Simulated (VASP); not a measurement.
Set up this calculation in VASP 6.6.1, as the native input.

```
Task                   : single point
Functional             : PBE
Dispersion             : D3(BJ)
Potentials or basis    : VASP PAW PBE potentials, release 64 (S, W_sv)
Cutoff                 : 520 eV
k mesh                 : 9 × 9 × 1
Occupations            : gaussian, width 0.05 eV
Spin                   : no spin polarisation
Dipole correction      : yes
Further INCAR settings : ALGO = Normal; EDIFF = 1e-06; NBANDS = 35
```

The structure of WS2 lies in POSCAR:

```
WS2
1.0
    3.1595457497      0.0000000000      0.0000000000
   -1.5797728749      2.7362468836      0.0000000000
    0.0000000000      0.0000000000     23.8042575719
S W
4 2
Direct
    0.3333333333      0.6666666667      0.1890418126
    0.3333333333      0.6666666667      0.3214605103
    0.6666666667      0.6666666667      0.4953789779
    0.6666666667      0.6666666667      0.6277976756
    0.6666666667      0.3333333333      0.2552511581
    1.0000000000      0.3333333333      0.5615883234
```

This cell differs from its parent crystal: layers slid over each other.

The input as run:

INCAR

```
ALGO = Normal
DIPOL = 0.5 0.5 0.408
EDIFF = 1E-6
ENCUT = 520
GGA = PE
IDIPOL = 3
ISIF = 2
ISMEAR = 0
IVDW = 12
LASPH = True
LCHARG = False
LDIPOL = True
LREAL = False
LWAVE = False
NBANDS = 35
NELM = 80
PREC = Accurate
SIGMA = 0.05
```

KPOINTS

```
k-points
0
Gamma
  9 9 1
```

Potentials or basis: VASP PAW PBE potentials, release 64 (S, W_sv).

The run is started by

```console
$ cat potpaw_PBE.64/S/POTCAR potpaw_PBE.64/W_sv/POTCAR > POTCAR
$ mpirun -np 1 vasp_std > vasp.out
```

Results of the run:

| Quantity | Value |
| --- | --- |
| Largest force | 0.064 eV/Å |
| Band gap on the k mesh | 1.92 eV |
| Dispersion energy per atom | -0.336 eV |

Caveat: the cell differs from its parent crystal (layers slid over each other); spin-orbit coupling is left out, which moves the levels of the heavy elements.

Run time: 91 s on 1 thread of Intel(R) Xeon(R) 6975P-C (Granite Rapids) (shared host), peak memory 0.38 GiB.
